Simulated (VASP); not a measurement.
# TiSi2 (Cmcm) in VASP: further runs

TiSi2 is run at these levels: PBE; tasks: single point.

All numbers are computed with VASP 6.6.1; they aren't measurements. Logs are shortened: lines on timing, memory, paths and dates and some standing lists are left out, and cuts for length are marked.

### 1 The cell of the first run

The structure is orthorhombic, space group Cmcm (No. 63). The conventional cell has a = 3.452 Å, b = 13.556 Å, c = 3.483 Å, α = 90.00°, β = 90.00°, γ = 90.00°. Ti (site symmetry m2m) has 10 Si at 2.52 to 2.80 Å and 2 Ti at 3.30 Å within 3.3 Å. Si (site symmetry m2m) has 2 Si at 2.37 Å and 6 Ti at 2.52 to 2.80 Å within 3.1 Å. Within 3.2 Å of Si (site symmetry m2m) lie 8 Si at 2.45 to 3.12 Å and 4 Ti at 2.64 Å.

### 2 Single point, PBE

INCAR

```
SYSTEM = TiSi2
  ALGO = Normal
  EDIFF = 1E-6
  ENCUT = 520
  GGA = PE
  ISIF = 2
  ISMEAR = 0
  LASPH = .TRUE.
  LCHARG = .FALSE.
  LREAL = .FALSE.
  LWAVE = .FALSE.
  NBANDS = 29
  NELM = 60
  PREC = Accurate
  SIGMA = 0.15
```

KPOINTS

```
k-points
0
G
  12 12 12
  0 0 0
```

POSCAR

```
TiSi2
1.0
    1.7261036205     -6.7777979208      0.0000000000
    1.7261036205      6.7777979208      0.0000000000
    0.0000000000      0.0000000000      3.4830641694
Ti Si
2 4
Direct
    0.8968075258      0.1031924742      0.7500000000
    0.1031924742      0.8968075258      0.2500000000
    0.5591373591      0.4408626409      0.7500000000
    0.4408626409      0.5591373591      0.2500000000
    0.2498287182      0.7501712818      0.7500000000
    0.7501712818      0.2498287182      0.2500000000
```

Potentials or basis: VASP PAW PBE potentials, release 64 (Ti_sv, Si).

On the command line:

```sh
> cat potpaw_PBE.64/Ti_sv/POTCAR potpaw_PBE.64/Si/POTCAR > POTCAR
> mpirun -np 1 vasp_std > vasp.out
```

OUTCAR:

```text
SYSTEM = TiSi2
   EDIFF = 1E-6
   ENCUT = 520
   GGA = PE
   ISIF = 2
   ISMEAR = 0
   LASPH = .TRUE.
   LREAL = .FALSE.
   NELM = 60
   PREC = Accurate

 ion  position               nearest neighbor table
   1  0.897  0.103  0.750-   4 2.52   4 2.52   4 2.52   4 2.52   5 2.64   5 2.64   6 2.64   6 2.64
                             3 2.80   3 2.80
   2  0.103  0.897  0.250-   3 2.52   3 2.52   3 2.52   3 2.52   6 2.64   6 2.64   5 2.64   5 2.64
                             4 2.80   4 2.80
   3  0.559  0.441  0.750-   4 2.37   4 2.37   2 2.52   2 2.52   2 2.52   2 2.52   1 2.80   1 2.80
                             5 3.11   5 3.11   6 3.12   6 3.12
   4  0.441  0.559  0.250-   3 2.37   3 2.37   1 2.52   1 2.52   1 2.52   1 2.52   2 2.80   2 2.80
                             6 3.11   6 3.11   5 3.12   5 3.12
   5  0.250  0.750  0.750-   6 2.45   6 2.45   6 2.45   6 2.45   1 2.64   1 2.64   2 2.64   2 2.64
                             3 3.11   3 3.11   4 3.12   4 3.12
   6  0.750  0.250  0.250-   5 2.45   5 2.45   5 2.45   5 2.45   2 2.64   2 2.64   1 2.64   1 2.64
                             4 3.11   4 3.11   3 3.12   3 3.12

  LATTYP: Found a base centered orthorhombic cell.
 ALAT       =     3.4522072410
 B/A-ratio  =     3.9266460254
 C/A-ratio  =     1.0089383187

  Lattice vectors:

 A1 = (   1.7261036205,  -6.7777979208,   0.0000000000)
 A2 = (   1.7261036205,   6.7777979208,   0.0000000000)
 A3 = (   0.0000000000,   0.0000000000,   3.4830641694)

Analysis of symmetry for initial positions (statically):
=====================================================================
 Subroutine PRICEL returns:
 Original cell was already a primitive cell.

 Routine SETGRP: Setting up the symmetry group for a
 base centered orthorhombic supercell.

 Subroutine GETGRP returns: Found  8 space group operations
 (whereof  4 operations were pure point group operations)
 out of a pool of  8 trial point group operations.

The static configuration has the point symmetry C_2h.
 The point group associated with its full space group is D_2h.

Analysis of symmetry for dynamics (positions and initial velocities):
=====================================================================
 Subroutine PRICEL returns:
 Original cell was already a primitive cell.

 Routine SETGRP: Setting up the symmetry group for a
 base centered orthorhombic supercell.

 Subroutine GETGRP returns: Found  8 space group operations
 (whereof  4 operations were pure point group operations)
 out of a pool of  8 trial point group operations.

The dynamic configuration has the point symmetry C_2h.
 The point group associated with its full space group is D_2h.

 Subroutine INISYM returns: Found  8 space group operations
 (whereof  4 operations are pure point group operations),
 and found     1 'primitive' translations

----------------------------------------------------------------------------------------

                                     Primitive cell

  volume of cell :      81.4980

  direct lattice vectors                    reciprocal lattice vectors
     1.726103620 -6.777797921  0.000000000     0.289669748 -0.073770273  0.000000000
     1.726103620  6.777797921  0.000000000     0.289669748  0.073770273  0.000000000
     0.000000000  0.000000000  3.483064169     0.000000000  0.000000000  0.287103525

  length of vectors
     6.994138858  6.994138858  3.483064169     0.298915734  0.298915734  0.287103525

  position of ions in fractional coordinates (direct lattice)
     0.896807526  0.103192474  0.750000000
     0.103192474  0.896807526  0.250000000
     0.559137359  0.440862641  0.750000000
     0.440862641  0.559137359  0.250000000
     0.249828718  0.750171282  0.750000000
     0.750171282  0.249828718  0.250000000

  ion indices of the primitive-cell ions
   primitive index   ion index
                 1           1
                 2           2
                 3           3
                 4           4
                 5           5
                 6           6

----------------------------------------------------------------------------------------

 KPOINTS: k-points

Automatic generation of k-mesh.
 Grid dimensions read from file:
 generate k-points for:   12   12   12

 Generating k-lattice:

  Cartesian coordinates                     Fractional coordinates (reciprocal lattice)
     0.024139146 -0.006147523  0.000000000     0.083333333 -0.000000000  0.000000000
     0.024139146  0.006147523  0.000000000    -0.000000000  0.083333333  0.000000000
     0.000000000  0.000000000  0.023925294     0.000000000  0.000000000  0.083333333

  Length of vectors
     0.024909644  0.024909644  0.023925294

  Shift w.r.t. Gamma in fractional coordinates (k-lattice)
     0.000000000  0.000000000  0.000000000

 Subroutine IBZKPT returns following result:
 ===========================================

 Found    301 irreducible k-points:

 Following reciprocal coordinates:
            Coordinates               Weight
  0.000000  0.000000  0.000000      1.000000
  0.083333  0.000000  0.000000      4.000000
  0.166667  0.000000  0.000000      4.000000
  0.250000  0.000000  0.000000      4.000000
  0.333333  0.000000  0.000000      4.000000
  0.416667  0.000000  0.000000      4.000000
[... 16 lines left out ...]
  0.500000  0.166667  0.000000      4.000000
 -0.416667  0.166667  0.000000      4.000000
 [... further k-points ...]
   k-points           NKPTS =    301   k-points in BZ     NKDIM =    301   number of bands    NBANDS=     29
   number of dos      NEDOS =    301   number of ions     NIONS =      6
   total plane-waves  NPLWV =  81648
   dimension x,y,z NGX =    54 NGY =   54 NGZ =   28
   dimension x,y,z NGXF=   108 NGYF=  108 NGZF=   56
   ions per type =               2   4
   NGX,Y,Z   is equivalent  to a cutoff of  12.84, 12.84, 13.36 a.u.
   NGXF,Y,Z  is equivalent  to a cutoff of  25.67, 25.67, 26.73 a.u.
 SYSTEM =  TiSi2
   PREC   = accura    normal or accurate (medium, high low for compatibility)
   ISTART =      0    job   : 0-new  1-cont  2-samecut
   ICHARG =      2    charge: 1-file 2-atom 10-const
   ISPIN  =      1    spin polarized calculation?
   LNONCOLLINEAR =      F non collinear calculations
   LSORBIT =      F    spin-orbit coupling
   LASPH  =      T    aspherical Exc in radial PAW
   ENCUT  =  520.0 eV  38.22 Ry    6.18 a.u.  13.00 13.00  6.48*2*pi/ulx,y,z
   NELM   =     60;   NELMIN=  2; NELMDL= -5     # of ELM steps
   EDIFF  = 0.1E-05   stopping-criterion for ELM
   LREAL  =      F    real-space projection
   EDIFFG = 0.1E-04   stopping-criterion for IOM
   NSW    =      0    number of steps for IOM
   IBRION =     -1    ionic relax: 0-MD 1-quasi-New 2-CG
   NFREE  =      0    steps in history (QN), initial steepest desc. (CG)
   ISIF   =      2    stress and relaxation
   ISYM   =      2    0-nonsym 1-usesym 2-fastsym
   POTIM  = 0.5000    time-step for ionic-motion
   TEBEG  =    0.0;   TEEND  =   0.0 temperature during run
   PSTRESS=    0.0 pullay stress
   NELECT =      40.0000    total number of electrons
   NUPDOWN=      -1.0000    fix difference up-down
   EMIN   =  10.00;   EMAX   =-10.00  energy-range for DOS
   EFERMI =   0.00;   METHOD = LEGACY
   ISMEAR =     0;   SIGMA  =   0.15  broadening in eV -4-tet -1-fermi 0-gaus
   EFERMI_NEDOS =   21; number of points for ismear=-14 and -15
   IALGO  =     38    algorithm
   IMIX   =      4    mixing-type and parameters
     AMIX     =   0.40;   BMIX     =  1.00
     AMIX_MAG =   1.60;   BMIX_MAG =  1.00
  volume/ion in A,a.u.               =      13.58        91.66
  Fermi-wavevector in a.u.,A,eV,Ry     =   1.291356  2.440308 22.689065  1.667599
  Thomas-Fermi vector in A             =   2.423131
   LORBIT       =      0    0 simple, 1 ext, 2 COOP (PROOUT), +10 PAW based schemes
   GGA     = PE    functional components
   LHFCALC =     F    Hartree Fock is set to
   AEXX    =    0.0000 exact exchange contribution
   IVDW    =     0    specifies the selected vdW correction
   LEPSILON=     F    determine dielectric tensor
   LRPA    =     F    only Hartree local field effects (RPA)
 non-spin polarized calculation
 Gauss-broadening in eV      SIGMA  =   0.15
  energy-cutoff  :      520.00
  volume of cell :       81.50
 maximum number of plane-waves:      2217
 NGX is ok and might be reduce to    54

 number of electron      39.9999998 magnetization

 Free energy of the ion-electron system (eV)
  ---------------------------------------------------
  ext. energy  EPLUGINS =         0.00000000
  ---------------------------------------------------
  free energy    TOTEN  =       -40.59412301 eV

  energy without entropy =      -40.57732797  energy(sigma->0) =      -40.58572549

 E-fermi :  11.0883     XC(G=0): -11.8323

 val. band max:       11.0862637925   @ k =  -0.4167   0.2500   0.1667
 cond. band min:      11.0948388564   @ k =   0.5000   0.2500   0.1667
 fundamental gap:      0.0085750639
 Fermi energy:        11.0882828526

 k-point     1 :       0.0000    0.0000    0.0000
  band No.  band energies     occupation
      1     -45.6160      2.00000
      2     -45.6059      2.00000
      3     -22.0032      2.00000
      4     -21.9355      2.00000
      5     -21.9217      2.00000
      6     -21.9210      2.00000
[... 21 lines left out ...]
     28      14.1464      0.00000
     29      14.4216      0.00000

 k-point     2 :       0.0833    0.0000    0.0000
  band No.  band energies     occupation
      1     -45.6156      2.00000
      2     -45.6055      2.00000
      3     -22.0020      2.00000
      4     -21.9421      2.00000
      5     -21.9277      2.00000
      6     -21.9204      2.00000
[... 21 lines left out ...]
     28      14.2247      0.00000
     29      14.5385      0.00000

 k-point     3 :       0.1667    0.0000    0.0000
  band No.  band energies     occupation
      1     -45.6145      2.00000
      2     -45.6045      2.00000
      3     -21.9989      2.00000
      4     -21.9602      2.00000
      5     -21.9442      2.00000
      6     -21.9187      2.00000
[... 638 lines left out ...]
      5     -21.9870      2.00000
      6     -21.9138      2.00000
[... 21 lines left out ...]
     28      14.4690      0.00000
     29      14.6519      0.00000

 k-point    24 :      -0.4167    0.1667    0.0000
  band No.  band energies     occupation
      1     -45.6129      2.00000
      2     -45.6031      2.00000
      3     -21.9934      2.00000
      4     -21.9839      2.00000
      5     -21.9665      2.00000
      6     -21.9161      2.00000
[... 21 lines left out ...]
     28      14.1907      0.00000
     29      14.9731      0.00000

 [... further k-points ...]
[... 5 lines left out ...]
  --------------------------------------------------------------------------------------
  -------------------------------------------------------------------------------------
  Total        5.7946649      1.8674471      6.4124304      0.0000000     -0.0000000      0.0000000
  in kB      113.9178966     36.7123292    126.0626110      0.0000000     -0.0000000      0.0000000
  external PRESSURE =      92.2309456 kB  Pullay stress =       0.0000000 kB

 VOLUME and BASIS-vectors are now :
 -----------------------------------------------------------------------------
  energy-cutoff  :      520.00
  volume of cell :       81.50
      direct lattice vectors                 reciprocal lattice vectors
     1.726103620 -6.777797921  0.000000000     0.289669748 -0.073770273  0.000000000
     1.726103620  6.777797921  0.000000000     0.289669748  0.073770273  0.000000000
     0.000000000  0.000000000  3.483064169     0.000000000  0.000000000  0.287103525

 POSITION                                       TOTAL-FORCE (eV/Angst)
 -----------------------------------------------------------------------------------
      1.72610     -5.37896      2.61230         0.000000      0.075608     -0.000000
      1.72610      5.37896      0.87077         0.000000     -0.075608     -0.000000
      1.72610     -0.80164      2.61230         0.000000     -0.019147      0.000000
      1.72610      0.80164      0.87077         0.000000      0.019147      0.000000
      1.72610      3.39122      2.61230         0.000000      0.010096      0.000000
      1.72610     -3.39122      0.87077         0.000000     -0.010096      0.000000
 -----------------------------------------------------------------------------------
    total drift:                               -0.000000     -0.000000      0.000000

  FREE ENERGIE OF THE ION-ELECTRON SYSTEM (eV)
  ---------------------------------------------------
  free  energy   TOTEN  =       -40.5941230129 eV

  energy  without entropy=      -40.5773279672  energy(sigma->0) =      -40.58572549
```

Wall time 26 min (1 thread of Intel Xeon Platinum 8375C at 2.90GHz (Ice Lake), shared host); peak memory 0.69 GiB.

What came out:

```yaml
Free_energy: -40.5941 eV
Pressure: 9.2 GPa
Largest_force: 0.076 eV/Å
Band_gap_on_the_k_mesh: zero (band 20 reaches 11.63 eV, above the bottom of band 21 at 10.59 eV)
```

Forces in eV/Å, atoms in the order of the input:
```
Ti   0.000  0.076  0.000
Ti   0.000 -0.076  0.000
Si   0.000 -0.019  0.000
Si   0.000  0.019  0.000
Si   0.000  0.010  0.000
Si   0.000 -0.010  0.000
```

### 3 Single point, PBE

This run uses another cell than the first one, of the same volume but with other edges.

INCAR

```
PREC = Accurate ; ENCUT = 520
EDIFF = 1E-7 ; ISMEAR = 0
SIGMA = 0.15 ; LREAL = False
LASPH = True ; NELM = 60
ALGO = Normal ; ISIF = 2
LWAVE = False ; LCHARG = False
GGA = PE ; NBANDS = 29
```

KPOINTS

```
Automatic mesh
0
Gamma
  12 12 12
```

POSCAR: that of step 2 with these lines changed.

```diff
@@ -2,5 +2,5 @@
 1.0
-    1.7261036205     -6.7777979208      0.0000000000
-    1.7261036205      6.7777979208      0.0000000000
-    0.0000000000      0.0000000000      3.4830641694
+    1.7728350421     -6.4251857625      0.0000000000
+    1.7728350421      6.4251857625      0.0000000000
+    0.0000000000      0.0000000000      3.5773624132
 Ti Si
```

Potentials or basis: VASP PAW PBE potentials, release 64 (Ti_sv, Si).

On the command line:

```sh
> cat potpaw_PBE.64/Ti_sv/POTCAR potpaw_PBE.64/Si/POTCAR > POTCAR
> mpirun -np 1 vasp_std > vasp.out
```

It took 24 min on 1 thread of Intel Xeon Platinum 8375C at 2.90GHz (Ice Lake), shared host; peak memory 0.67 GiB.

Results (log left out):

* Free energy: -40.5537 eV
* Pressure: 7.7 GPa
* Largest force: 0.659 eV/Å
* Band gap on the k mesh: zero (band 20 reaches 11.51 eV, above the bottom of band 21 at 10.50 eV)

Forces on the atoms (eV/Å):
```
Ti   0.000 -0.659  0.000
Ti   0.000  0.659  0.000
Si   0.000 -0.459  0.000
Si   0.000  0.459  0.000
Si   0.000  0.048  0.000
Si   0.000 -0.048  0.000
```

Stress tensor (GPa, compression positive):
```
 3.33  0.00  0.00
 0.00 15.24  0.00
 0.00  0.00  4.39
```

Levels at points of the mesh, in eV from the Fermi level:
```
           k point  band 16  band 17  band 18  band 19  band 20  band 21  band 22  band 23  band 24  band 25
(0.00, 0.00, 0.00)    -2.58    -2.30    -1.96    -1.61     0.38     0.81     0.89     0.90     1.21     1.59
(0.50, 0.00, 0.00)    -2.33    -1.91    -1.18    -0.74    -0.60    -0.59     0.98     1.41     1.59     1.85
(0.50, 0.50, 0.00)    -2.86    -2.79    -2.19    -0.99     0.27     0.55     0.56     0.96     1.42     2.37
(0.00, 0.00, 0.50)    -2.59    -1.49    -1.49    -0.05    -0.05     1.26     1.26     1.47     1.47     1.60
(0.50, 0.00, 0.50)    -4.19    -3.01    -3.01    -2.47    -2.47     1.83     1.83     1.85     1.85     2.80
(0.50, 0.50, 0.50)    -3.24    -2.28    -2.28    -1.10    -1.10     0.54     0.54     1.65     1.65     2.66
```

### 4 Single point, PBE

This run uses another cell than the first one, of 14.35 Å³/atom, 1.056 times its volume.

INCAR

```
SYSTEM = TiSi2
ALGO = Normal ; EDIFF = 1E-6
ENCUT = 520 ; GGA = PE
ISIF = 2 ; ISMEAR = 0
LASPH = .TRUE. ; LCHARG = .FALSE.
LREAL = .FALSE. ; LWAVE = .FALSE.
NBANDS = 29 ; NELM = 80
PREC = Accurate ; SIGMA = 0.15
```

KPOINTS

```
k-points
0
G
  12 12 12
  0 0 0
```

POSCAR: that of step 3 with these lines changed.

```diff
@@ -2,5 +2,5 @@
 1.0
-    1.7728350421     -6.4251857625      0.0000000000
-    1.7728350421      6.4251857625      0.0000000000
-    0.0000000000      0.0000000000      3.5773624132
+    1.7579093104     -6.9026876064      0.0000000000
+    1.7579093104      6.9026876064      0.0000000000
+    0.0000000000      0.0000000000      3.5472441279
 Ti Si
```

On the command line:

```sh
> cat potpaw_PBE.64/Ti_sv/POTCAR potpaw_PBE.64/Si/POTCAR > POTCAR
> mpirun -np 1 vasp_std > vasp.out
```

It took 20 min on 1 thread of Intel Xeon 6975P-C, shared host; peak memory 0.73 GiB.

It converged, with:

```yaml
Free_energy: -40.7302 eV
Pressure: 0.6 GPa
Largest_force: 0.200 eV/Å
Band_gap_on_the_k_mesh: zero (band 20 reaches 10.90 eV, above the bottom of band 21 at 9.91 eV)
```

Forces in eV/Å, atoms in the order of the input:
```
Ti   0.000  0.200  0.000
Ti   0.000 -0.200  0.000
Si   0.000  0.137  0.000
Si   0.000 -0.137  0.000
Si   0.000 -0.002  0.000
Si   0.000  0.002  0.000
```

Stress tensor (GPa, compression positive):
```
 2.41  0.00  0.00
 0.00 -3.07  0.00
 0.00  0.00  2.49
```

Levels at points of the mesh, in eV from the Fermi level:
| k point | band 17 | band 18 | band 19 | band 20 | band 21 | band 22 | band 23 | band 24 |
| --- | --- | --- | --- | --- | --- | --- | --- | --- |
| (0.00, 0.00, 0.00) | -2.27 | -2.12 | -1.92 | 0.51 | 0.75 | 0.82 | 0.90 | 1.29 |
| (0.50, 0.00, 0.00) | -1.59 | -1.58 | -0.69 | -0.49 | -0.48 | 1.33 | 1.48 | 1.72 |
| (0.50, 0.50, 0.00) | -2.39 | -1.77 | -1.28 | 0.45 | 0.69 | 0.85 | 0.90 | 1.09 |
| (0.00, 0.00, 0.50) | -1.70 | -1.70 | -0.03 | -0.03 | 0.69 | 0.69 | 1.52 | 1.52 |
| (0.50, 0.00, 0.50) | -3.29 | -3.29 | -2.43 | -2.43 | 1.69 | 1.69 | 1.93 | 1.93 |
| (0.50, 0.50, 0.50) | -1.95 | -1.95 | -0.77 | -0.77 | 0.44 | 0.44 | 1.71 | 1.71 |

### 5 The runs side by side

| cell | gap on the mesh (eV) | pressure (GPa) | largest force (eV/Å) |
| --- | --- | --- | --- |
| a = 6.994, b = 6.994, c = 3.483 Å, angles 90.0, 90.0, 151.4°, 6 atoms | none | 9.2 | 0.08 |
| a = 6.665, b = 6.665, c = 3.577 Å, angles 90.0, 90.0, 149.1°, 6 atoms | none | 7.7 | 0.66 |
| a = 7.123, b = 7.123, c = 3.547 Å, angles 90.0, 90.0, 151.4°, 6 atoms | none | 0.6 | 0.20 |

Alike in all rows: task single point; level PBE; potentials or basis VASP PAW PBE potentials, release 64 (Ti_sv, Si); no spin polarisation; k mesh 12 × 12 × 12; cutoff (eV) 520; smearing gaussian 0.15 eV.

Total energies depend on the potentials used, so only differences within one code and one set of settings carry meaning.
